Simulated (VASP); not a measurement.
Here is a VASP 6.6.1 calculation.

The input INCAR:

```
  PREC = Accurate
  ENCUT = 600
  EDIFF = 1E-6
  ISMEAR = 0
  SIGMA = 0.1
  LREAL = F
  LASPH = T
  NELM = 80
  ALGO = Normal
  ISIF = 3
  LWAVE = F
  LCHARG = F
  GGA = PE
  IBRION = 2
  NSW = 100
  EDIFFG = -0.01
```

KPOINTS

```
Automatic mesh
0
Gamma
  8 8 8
```

File POSCAR:

```
Al3P5
1.0
    5.0486495042      0.0000000000      0.0000000000
    0.0000000000      5.0486495042      0.0000000000
    0.0000000000      0.0000000000      5.0486495042
Al P
3 5
Direct
    0.5000000000      0.0000000000      0.0000000000
    0.0000000000      0.5000000000      0.0000000000
    0.0000000000      0.0000000000      0.5000000000
    0.0000000000      0.5000000000      0.5000000000
    0.5000000000      0.0000000000      0.5000000000
    0.5000000000      0.5000000000      0.0000000000
    0.5000000000      0.5000000000      0.5000000000
    0.0000000000      0.0000000000      0.0000000000
```

Potentials or basis: VASP PAW PBE potentials, release 64 (Al, P).

Run with:

```sh
$ cat potpaw_PBE.64/Al/POTCAR potpaw_PBE.64/P/POTCAR > POTCAR
$ mpirun -np 1 vasp_std > vasp.out
```

Question: Predict the relaxed cell.

Answer: a = 5.045 Å, b = 5.045 Å, c = 5.045 Å, α = 90.00°, β = 90.00°, γ = 90.00°.

Question: Estimate the space group after relaxing (to 0.05 Å).

Answer: Pm-3m (No. 221).

Question: Predict the relaxed volume.

Answer: 16.05 Å³/atom.

Question: Predict the band gap on the k mesh.

Answer: Zero (band 17 reaches 8.13 eV, above the bottom of band 18 at 7.27 eV).

Final structure:
```xyz
8
Lattice="5.0445 0.0000 0.0000 0.0000 5.0445 0.0000 0.0000 0.0000 5.0445" Properties=species:S:1:pos:R:3 pbc="T T T"
Al    2.5223    0.0000    0.0000
Al    0.0000    2.5223    0.0000
Al    0.0000    0.0000    2.5223
P     0.0000    2.5223    2.5223
P     2.5223    0.0000    2.5223
P     2.5223    2.5223    0.0000
P     2.5223    2.5223    2.5223
P     0.0000    0.0000    0.0000
```
